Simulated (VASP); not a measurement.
Set up this calculation in VASP 6.6.1, as the native input.

- Task: single point
- Functional: PBE
- Potentials or basis: VASP PAW PBE potentials, release 64 (Hf_pv, Ti_sv, B)
- Cutoff: 520 eV
- k mesh: 6 × 6 × 4
- Occupations: gaussian, width 0.1 eV
- Spin: collinear spin, ferromagnetic start
- Starting moments: [0.0, 0.0, 1.0, 0.0, 0.0] μB
- Dipole correction: no
- Further INCAR settings: ALGO = Normal; EDIFF = 1e-06; NBANDS = 31

The structure of Hf2TiB2 lies in POSCAR:

```
Hf2TiB2
1.0
    4.5192763888      0.0000000000      0.0000000000
   -2.2596381944      3.9138081594      0.0000000000
    0.0000000000      0.0000000000      4.5924856754
Hf Ti B
2 1 2
Direct
    0.3333333333      0.6666666667      0.0000000000
    0.6666666667      0.3333333333      0.0000000000
    0.0000000000      0.0000000000      0.5000000000
    0.3333333333      0.6666666667      0.5000000000
    0.6666666667      0.3333333333      0.5000000000
```

These files were run (other wordings do the same):

INCAR

```
PREC = Accurate ; ENCUT = 520
EDIFF = 1E-6 ; ISMEAR = 0
SIGMA = 0.1 ; LREAL = False
LASPH = True ; NELM = 150
ALGO = Normal ; ISIF = 2
LWAVE = False ; LCHARG = True
ISPIN = 2 ; MAGMOM = 0 0 1 0 0
LORBIT = 11 ; LMAXMIX = 4
GGA = PE ; LELF = True
LVHAR = True ; NBANDS = 31
```

KPOINTS

```
regular mesh
0
Gamma
  6 6 4
```

Potentials or basis: VASP PAW PBE potentials, release 64 (Hf_pv, Ti_sv, B).

Run with:

```sh
$ cat potpaw_PBE.64/Hf_pv/POTCAR potpaw_PBE.64/Ti_sv/POTCAR potpaw_PBE.64/B/POTCAR > POTCAR
$ mpirun -np 1 vasp_std > vasp.out
```

Results of the run:

```
Pressure                                              : 0.3 GPa
Net moment                                            : -0.75 μB per cell
Site moments                                          : Hf +0.04; Ti -0.53; B -0.04 μB
Valence electrons inside the program's atomic spheres : Hf 8.73; Ti 10.01; B 1.63
```

Run time: 2.8 min on 1 thread of Intel(R) Xeon(R) Platinum 8488C (Sapphire Rapids), on a shared host, peak memory 0.29 GiB.
